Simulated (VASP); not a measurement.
Set up this calculation in VASP 6.6.1, as the native input.

* Task: relaxation of shape and atoms at fixed volume
* Functional: PBEsol
* Potentials or basis: VASP PAW PBE potentials, release 64 (Pt, S)
* Cutoff: 600 eV
* k mesh: 12 × 12 × 8
* Occupations: gaussian, width 0.05 eV
* Spin: no spin polarisation
* Dipole correction: no
* Further INCAR settings: ALGO = Normal; EDIFF = 1e-06; IBRION = 2; EDIFFG = -0.02; NSW = 60; ISIF = 4

The structure of PtS2 lies in POSCAR:

```
PtS2
1.0
    3.5431995404      0.0000000001      0.0000000000
   -1.7715997703      3.0685008127      0.0000000000
    0.0000000000      0.0000000000      5.0388000919
Pt S
1 2
Direct
    0.0000000000      0.0000000000      0.0000000000
    0.3333333333      0.6666666667      0.2500000000
    0.6666666667      0.3333333333      0.7500000000
```

The input as run:

INCAR

```
PREC     = Accurate       # precision mode
ENCUT    = 600            # plane-wave cutoff, eV
EDIFF    = 1E-6           # SCF threshold, eV
ISMEAR   = 0              # smearing method
SIGMA    = 0.05           # smearing width, eV
LREAL    = F              # projectors in reciprocal space
LASPH    = T              # aspherical terms in the spheres
NELM     = 80             # most SCF steps
ALGO     = Normal         # electronic algorithm
ISIF     = 4              # what is computed and relaxed
LWAVE    = F              # write WAVECAR
LCHARG   = F              # write CHGCAR
GGA      = PS             # functional
IBRION   = 2              # ionic algorithm
NSW      = 60             # ionic steps
EDIFFG   = -0.02          # ionic threshold
```

KPOINTS

```
Automatic mesh
0
Gamma
  12 12 8
```

Potentials or basis: VASP PAW PBE potentials, release 64 (Pt, S).

Run with:

```sh
$ cat potpaw_PBE.64/Pt/POTCAR potpaw_PBE.64/S/POTCAR > POTCAR
$ mpirun -np 1 vasp_std > vasp.out
```

It gave:

```
Energy gained by relaxing    : 10.3 meV/atom
Ionic steps                  : 3
Pressure after relaxing      : -0.6 GPa
Largest force after relaxing : 0.008 eV/Å
Band gap on the k mesh       : 0.58 eV, indirect (least direct gap 0.75 eV)
```

Caveat: the PAW data sets were made with another functional, which shifts forces and pressure a little; spin-orbit coupling is left out, which moves the levels of the heavy elements.

Run time: 2.1 min on 1 thread of Intel(R) Xeon(R) 6975P-C (Granite Rapids) (shared host), peak memory 0.28 GiB.
